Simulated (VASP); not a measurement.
# Te (C2/m) in VASP: a series of runs

Runs on Te. Level: LDA. Tasks: single point.

All numbers are computed with VASP 6.6.1; they aren't measurements. Logs are shortened: lines on timing, memory, paths and dates and some standing lists are left out, and cuts for length are marked.

### 1 The cell of the first run

Symmetry: C2/m, No. 12, monoclinic system. Conventional cell: a = 8.553 Å, b = 4.790 Å, c = 3.960 Å, α = 90.00°, β = 91.91°, γ = 90.00°. Within 4.0 Å of Te (site symmetry m) lie 13 Te at 3.02 to 3.96 Å. Te (site symmetry 2/m) has 14 Te at 3.02 to 3.96 Å within 4.0 Å.

### 2 Single point, LDA (equal xx and yy strain of +1 %)

The input, INCAR:

```
SYSTEM = Te
ALGO     = Normal         ! electronic algorithm
EDIFF    = 1E-6           ! SCF threshold, eV
ENCUT    = 520            ! plane-wave cutoff, eV
GGA      = CA             ! functional
ISIF     = 2              ! what is computed and relaxed
ISMEAR   = -1             ! smearing method
LASPH    = .TRUE.         ! aspherical terms in the spheres
LCHARG   = .FALSE.        ! write CHGCAR
LREAL    = .FALSE.        ! projectors in reciprocal space
LWAVE    = .FALSE.        ! write WAVECAR
NBANDS   = 16             ! bands
NELM     = 80             ! most SCF steps
PREC     = Accurate       ! precision mode
SIGMA    = 0.05           ! smearing width, eV
```

The input, KPOINTS:

```
k-points
0
G
  8 8 8
  0 0 0
```

The input, POSCAR:

```
Te
1.0
    4.2764410000     -2.3949120000      0.0000000000
    4.2764410000      2.3949120000      0.0000000000
   -0.1317545000      0.0000000000      3.9573500000
Te
3
Direct
    0.6760000000      0.6760000000      0.6750000000
    0.3240000000      0.3240000000      0.3250000000
    0.0000000000      0.0000000000      0.0000000000
```

Potentials or basis: VASP PAW LDA potentials, release 64 (Te).

Command:

```bash
> cat potpaw_LDA.64/Te/POTCAR > POTCAR
> mpirun -np 1 vasp_std > vasp.out
```

OUTCAR:

```text
SYSTEM = Te
   EDIFF = 1E-6
   ENCUT = 520
   GGA = CA
   ISIF = 2
   ISMEAR = -1
   LASPH = .TRUE.
   LREAL = .FALSE.
   NELM = 80
   PREC = Accurate

 ion  position               nearest neighbor table
   1  0.676  0.676  0.675-   3 3.02   2 3.06   2 3.06   3 3.13   3 3.13   2 3.27
   2  0.324  0.324  0.325-   3 3.02   1 3.06   1 3.06   3 3.13   3 3.13   1 3.27
   3  0.000  0.000  0.000-   1 3.02   2 3.02   1 3.13   1 3.13   2 3.13   2 3.13

  LATTYP: Found a base centered monoclinic cell.
 ALAT       =     8.5528820000
 B/A-ratio  =     0.5600245625
 C/A-ratio  =     0.4629483588
 COS(beta)  =    -0.0332751811

  Lattice vectors:

 A1 = (   4.2764410000,  -2.3949120000,   0.0000000000)
 A2 = (   4.2764410000,   2.3949120000,   0.0000000000)
 A3 = (  -0.1317545000,   0.0000000000,   3.9573500000)

Analysis of symmetry for initial positions (statically):
=====================================================================
 Subroutine PRICEL returns:
 Original cell was already a primitive cell.

 Routine SETGRP: Setting up the symmetry group for a
 base centered monoclinic supercell.

 Subroutine GETGRP returns: Found  4 space group operations
 (whereof  4 operations were pure point group operations)
 out of a pool of  4 trial point group operations.

The static configuration has the point symmetry C_2h.

Analysis of symmetry for dynamics (positions and initial velocities):
=====================================================================
 Subroutine PRICEL returns:
 Original cell was already a primitive cell.

 Routine SETGRP: Setting up the symmetry group for a
 base centered monoclinic supercell.

 Subroutine GETGRP returns: Found  4 space group operations
 (whereof  4 operations were pure point group operations)
 out of a pool of  4 trial point group operations.

The dynamic configuration has the point symmetry C_2h.

 Subroutine INISYM returns: Found  4 space group operations
 (whereof  4 operations are pure point group operations),
 and found     1 'primitive' translations

----------------------------------------------------------------------------------------

                                     Primitive cell

  volume of cell :      81.0600

  direct lattice vectors                    reciprocal lattice vectors
     4.276441000 -2.394912000  0.000000000     0.116919654 -0.208775938  0.003892678
     4.276441000  2.394912000  0.000000000     0.116919654  0.208775938  0.003892678
    -0.131754500  0.000000000  3.957350000     0.000000000  0.000000000  0.252694354

  length of vectors
     4.901382572  4.901382572  3.959542685     0.239317260  0.239317260  0.252694354

  position of ions in fractional coordinates (direct lattice)
     0.676000000  0.676000000  0.675000000
     0.324000000  0.324000000  0.325000000
     0.000000000  0.000000000  0.000000000

  ion indices of the primitive-cell ions
   primitive index   ion index
                 1           1
                 2           2
                 3           3

----------------------------------------------------------------------------------------

 KPOINTS: k-points

Automatic generation of k-mesh.
 Grid dimensions read from file:
 generate k-points for:    8    8    8

 Generating k-lattice:

  Cartesian coordinates                     Fractional coordinates (reciprocal lattice)
     0.014614957 -0.026096992  0.000486585     0.125000000  0.000000000 -0.000000000
     0.014614957  0.026096992  0.000486585     0.000000000  0.125000000 -0.000000000
     0.000000000  0.000000000  0.031586794     0.000000000  0.000000000  0.125000000

  Length of vectors
     0.029914657  0.029914657  0.031586794

  Shift w.r.t. Gamma in fractional coordinates (k-lattice)
     0.000000000  0.000000000  0.000000000

 Subroutine IBZKPT returns following result:
 ===========================================

 Found    150 irreducible k-points:

 Following reciprocal coordinates:
            Coordinates               Weight
  0.000000  0.000000  0.000000      1.000000
  0.125000  0.000000  0.000000      4.000000
  0.250000  0.000000  0.000000      4.000000
  0.375000 -0.000000  0.000000      4.000000
  0.500000  0.000000  0.000000      2.000000
  0.125000  0.125000  0.000000      2.000000
[... 16 lines left out ...]
  0.125000  0.000000  0.125000      4.000000
  0.250000  0.000000  0.125000      4.000000
 [... further k-points ...]
   k-points           NKPTS =    150   k-points in BZ     NKDIM =    150   number of bands    NBANDS=     16
   number of dos      NEDOS =    301   number of ions     NIONS =      3
   total plane-waves  NPLWV =  38880
   dimension x,y,z NGX =    36 NGY =   36 NGZ =   30
   dimension x,y,z NGXF=    72 NGYF=   72 NGZF=   60
   ions per type =               3
   NGX,Y,Z   is equivalent  to a cutoff of  12.21, 12.21, 12.60 a.u.
   NGXF,Y,Z  is equivalent  to a cutoff of  24.42, 24.42, 25.19 a.u.
 SYSTEM =  Te
   PREC   = accura    normal or accurate (medium, high low for compatibility)
   ISTART =      0    job   : 0-new  1-cont  2-samecut
   ICHARG =      2    charge: 1-file 2-atom 10-const
   ISPIN  =      1    spin polarized calculation?
   LNONCOLLINEAR =      F non collinear calculations
   LSORBIT =      F    spin-orbit coupling
   LASPH  =      T    aspherical Exc in radial PAW
   ENCUT  =  520.0 eV  38.22 Ry    6.18 a.u.   9.11  9.11  7.36*2*pi/ulx,y,z
   NELM   =     80;   NELMIN=  2; NELMDL= -5     # of ELM steps
   EDIFF  = 0.1E-05   stopping-criterion for ELM
   LREAL  =      F    real-space projection
   EDIFFG = 0.1E-04   stopping-criterion for IOM
   NSW    =      0    number of steps for IOM
   IBRION =     -1    ionic relax: 0-MD 1-quasi-New 2-CG
   NFREE  =      0    steps in history (QN), initial steepest desc. (CG)
   ISIF   =      2    stress and relaxation
   ISYM   =      2    0-nonsym 1-usesym 2-fastsym
   POTIM  = 0.5000    time-step for ionic-motion
   TEBEG  =    0.0;   TEEND  =   0.0 temperature during run
   PSTRESS=    0.0 pullay stress
   NELECT =      18.0000    total number of electrons
   NUPDOWN=      -1.0000    fix difference up-down
   EMIN   =  10.00;   EMAX   =-10.00  energy-range for DOS
   EFERMI =   0.00;   METHOD = LEGACY
   ISMEAR =    -1;   SIGMA  =   0.05  broadening in eV -4-tet -1-fermi 0-gaus
   EFERMI_NEDOS =   21; number of points for ismear=-14 and -15
   IALGO  =     38    algorithm
   IMIX   =      4    mixing-type and parameters
     AMIX     =   0.40;   BMIX     =  1.00
     AMIX_MAG =   1.60;   BMIX_MAG =  1.00
  volume/ion in A,a.u.               =      27.02       182.34
  Fermi-wavevector in a.u.,A,eV,Ry     =   0.991357  1.873393 13.371657  0.982789
  Thomas-Fermi vector in A             =   2.123093
   LORBIT       =      0    0 simple, 1 ext, 2 COOP (PROOUT), +10 PAW based schemes
   GGA     = CA    functional components
   LHFCALC =     F    Hartree Fock is set to
   AEXX    =    0.0000 exact exchange contribution
   IVDW    =     0    specifies the selected vdW correction
   LEPSILON=     F    determine dielectric tensor
   LRPA    =     F    only Hartree local field effects (RPA)
 non-spin polarized calculation
  energy-cutoff  :      520.00
  volume of cell :       81.06
 maximum number of plane-waves:      2201
   NGX = 19   NGY = 19   NGZ = 15

 number of electron      18.0000000 magnetization

 Free energy of the ion-electron system (eV)
  ---------------------------------------------------
  ext. energy  EPLUGINS =         0.00000000
  ---------------------------------------------------
  free energy    TOTEN  =       -11.14800660 eV

  energy without entropy =      -11.13359573  energy(sigma->0) =      -11.14080117

 E-fermi :   8.5705     XC(G=0): -10.4001

 val. band max:        8.5585041534   @ k =  -0.3750  -0.3750   0.2500
 cond. band min:       8.5789044356   @ k =  -0.3750   0.5000   0.2500
 fundamental gap:      0.0204002822
 Fermi energy:         8.5704697642

 k-point     1 :       0.0000    0.0000    0.0000
  band No.  band energies     occupation
      1      -6.0509      2.00000
      2      -1.0458      2.00000
      3      -1.0065      2.00000
      4       3.9791      2.00000
      5       4.2382      2.00000
      6       4.7529      2.00000
[... 8 lines left out ...]
     15      15.8486      0.00000
     16      15.9215      0.00000

 k-point     2 :       0.1250    0.0000    0.0000
  band No.  band energies     occupation
      1      -5.9264      2.00000
      2      -1.2904      2.00000
      3      -1.1797      2.00000
      4       3.4239      2.00000
      5       3.9000      2.00000
      6       5.1253      2.00000
[... 8 lines left out ...]
     15      15.4742      0.00000
     16      16.0778      0.00000

 k-point     3 :       0.2500    0.0000    0.0000
  band No.  band energies     occupation
      1      -5.5556      2.00000
      2      -2.0796      2.00000
      3      -1.4538      2.00000
      4       2.8849      2.00000
      5       4.0118      2.00000
      6       5.7384      2.00000
[... 8 lines left out ...]
     15      15.0656      0.00000
     16      16.8183      0.00000

 k-point     4 :       0.3750   -0.0000    0.0000
  band No.  band energies     occupation
      1      -4.9504      2.00000
      2      -3.1074      2.00000
      3      -1.6580      2.00000
      4       2.5041      2.00000
      5       4.8161      2.00000
      6       6.0110      2.00000
[... 8 lines left out ...]
     15      15.0406      0.00000
     16      15.4920      0.00000
[... 324 lines left out ...]
 k-point    22 :       0.0000    0.0000    0.1250
  band No.  band energies     occupation
      1      -5.9254      2.00000
      2      -1.6255      2.00000
      3      -0.5402      2.00000
      4       4.0370      2.00000
      5       4.3274      2.00000
      6       4.8988      2.00000
[... 8 lines left out ...]
     15      14.6080      0.00000
     16      16.3791      0.00000

 k-point    23 :       0.1250    0.0000    0.1250
  band No.  band energies     occupation
      1      -5.7970      2.00000
      2      -1.7748      2.00000
      3      -0.7871      2.00000
      4       3.4144      2.00000
      5       3.8022      2.00000
      6       5.3930      2.00000
[... 8 lines left out ...]
     15      15.4003      0.00000
     16      15.8573      0.00000

 k-point    24 :       0.2500    0.0000    0.1250
  band No.  band energies     occupation
      1      -5.4228      2.00000
      2      -2.3181      2.00000
      3      -1.1884      2.00000
      4       2.9372      2.00000
      5       3.3274      2.00000
      6       6.2388      2.00000
[... 8 lines left out ...]
     15      15.8395      0.00000
     16      16.6147      0.00000

 [... further k-points ...]

------------------------ aborting loop because EDIFF is reached ----------------------------------------

  FORCE on cell =-STRESS in cart. coord.  units (eV):
  Direction    XX          YY          ZZ          XY          YZ          ZX
  --------------------------------------------------------------------------------------
  -------------------------------------------------------------------------------------
  Total        0.9749995      1.0708629      2.4179784      0.0000000      0.0000000      0.5126971
  in kB       19.2711878     21.1659591     47.7921421      0.0000000      0.0000000     10.1336281
  external PRESSURE =      29.4097630 kB  Pullay stress =       0.0000000 kB

 VOLUME and BASIS-vectors are now :
 -----------------------------------------------------------------------------
  energy-cutoff  :      520.00
  volume of cell :       81.06
      direct lattice vectors                 reciprocal lattice vectors
     4.276441000 -2.394912000  0.000000000     0.116919654 -0.208775938  0.003892678
     4.276441000  2.394912000  0.000000000     0.116919654  0.208775938  0.003892678
    -0.131754500  0.000000000  3.957350000     0.000000000  0.000000000  0.252694354

 POSITION                                       TOTAL-FORCE (eV/Angst)
 -----------------------------------------------------------------------------------
      5.69281      0.00000      2.67121        -0.354827      0.000000     -0.183323
      2.72831      0.00000      1.28614         0.354827      0.000000      0.183323
      0.00000      0.00000      0.00000        -0.000000      0.000000      0.000000
 -----------------------------------------------------------------------------------
    total drift:                               -0.000000      0.000000      0.000000

  FREE ENERGIE OF THE ION-ELECTRON SYSTEM (eV)
  ---------------------------------------------------
  free  energy   TOTEN  =       -11.1480066045 eV

  energy  without entropy=      -11.1335957280  energy(sigma->0) =      -11.14080117
```

It took 62 s on 1 thread of Intel Xeon Platinum 8488C (Sapphire Rapids), shared host; peak memory 0.27 GiB.

What came out:

```
Free energy            : -11.1480 eV
Pressure               : 2.9 GPa
Largest force          : 0.399 eV/Å
Band gap on the k mesh : zero (band 9 reaches 10.12 eV, above the bottom of band 10 at 6.86 eV)
```

Forces on the atoms (eV/Å):
```
Te  -0.355  0.000 -0.183
Te   0.355  0.000  0.183
Te   0.000  0.000  0.000
```

Caveat: the cell differs from its parent crystal (equal xx and yy strain of +1 %); spin-orbit coupling is left out, which moves the levels of the heavy elements.

### 3 Single point, LDA (equal xx and yy strain of +3 %)

The input, INCAR:

```
SYSTEM = Te
  PREC = Accurate
  ENCUT = 520
  EDIFF = 1E-6
  ISMEAR = -1
  SIGMA = 0.05
  LREAL = .FALSE.
  LASPH = .TRUE.
  NELM = 60
  ALGO = Normal
  ISIF = 2
  LWAVE = .FALSE.
  LCHARG = .TRUE.
  LELF = .TRUE.
  LVHAR = .TRUE.
  NBANDS = 16
```

The input, KPOINTS:

```
Automatic mesh
0
G
  8 8 8
  0 0 0
```

The input, POSCAR:

```
Te
1.0
    4.3611230000     -2.4423360000      0.0000000000
    4.3611230000      2.4423360000      0.0000000000
   -0.1343635000      0.0000000000      3.9573500000
Te
3
Direct
    0.6760000000      0.6760000000      0.6750000000
    0.3240000000      0.3240000000      0.3250000000
    0.0000000000      0.0000000000      0.0000000000
```

Potentials or basis: VASP PAW LDA potentials, release 64 (Te).

Command:

```bash
> cat potpaw_LDA.64/Te/POTCAR > POTCAR
> mpirun -np 1 vasp_std > vasp.out
```

Wall time 82 s (1 thread of Intel Xeon Platinum 8488C (Sapphire Rapids), shared host); peak memory 0.28 GiB.

The run converged. Its results:

```yaml
Free_energy: -11.1476 eV
Pressure: -0.3 GPa
Largest_force: 0.280 eV/Å
Band_gap_on_the_k_mesh: zero (band 9 reaches 9.33 eV, above the bottom of band 10 at 6.39 eV)
```

Forces on the atoms (eV/Å):
```
Te  -0.236  0.000 -0.151
Te   0.236  0.000  0.151
Te   0.000  0.000  0.000
```

Stress tensor (GPa, compression positive):
```
-2.06  0.00  0.95
 0.00 -1.77  0.00
 0.95  0.00  2.99
```

Levels at points of the mesh, in eV from the Fermi level:
```tsv
k point	band 7	band 8	band 9	band 10	band 11	band 12
(0.00, 0.00, 0.00)	-3.61	-1.78	-1.49	1.52	2.86	3.15
(0.50, 0.00, 0.00)	-2.14	0.12	0.18	0.49	0.88	3.18
(0.50, 0.50, 0.00)	-2.08	0.44	0.46	0.59	0.78	2.89
(0.00, 0.00, 0.50)	-2.64	-1.71	-1.61	-1.57	-1.40	-0.85
(0.50, 0.00, 0.50)	-3.62	-3.38	1.38	1.60	1.61	2.90
(0.50, 0.50, 0.50)	-3.60	-3.51	1.27	1.41	1.91	2.41
```

Caveat: the cell differs from its parent crystal (equal xx and yy strain of +3 %); spin-orbit coupling is left out, which moves the levels of the heavy elements.
